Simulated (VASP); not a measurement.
A run of VASP 6.6.1:

The input POSCAR:

```
Li
1.0
   -1.7379403969      1.7379403969      1.7379403969
    1.7379403969     -1.7379403969      1.7379403969
    1.7379403969      1.7379403969     -1.7379403969
Li
1
Direct
    0.0000000000      0.0000000000      0.0000000000
```

INCAR.step1

```
PREC = Accurate
ENCUT = 520
ISMEAR = -1
SIGMA = 0.6
LREAL = F
LASPH = T
NELM = 60
NBANDS = 8
GGA = PE
ALGO = Normal
EDIFF = 1E-4
LWAVE = T
LCHARG = F
```

INCAR.step2

```
PREC = Accurate
ENCUT = 520
EDIFF = 1E-6
ISMEAR = -1
SIGMA = 0.6
LREAL = F
LASPH = T
NELM = 60
ALGO = Normal
ISIF = 2
LWAVE = F
LCHARG = F
METAGGA = R2SCAN
LMIXTAU = T
NBANDS = 8
ISTART = 1
```

File KPOINTS:

```
Automatic mesh
0
Gamma
  13 13 13
```

Potentials or basis: VASP PAW PBE potentials, release 64 (Li_sv).

Launch:

```sh
$ cat potpaw_PBE.64/Li_sv/POTCAR > POTCAR
$ cp INCAR.step1 INCAR
$ mpirun -np 1 vasp_std > vasp.out
$ cp INCAR.step2 INCAR
$ mpirun -np 1 vasp_std > vasp.out
```

Hardware: 1 thread of Intel(R) Xeon(R) 6975P-C (Granite Rapids) (shared host).

Q: How long does it take, and how much memory?

A: Run time: 28 s on 1 thread of Intel(R) Xeon(R) 6975P-C (Granite Rapids), on a shared host, peak memory 0.13 GiB. Counts: k points 84.
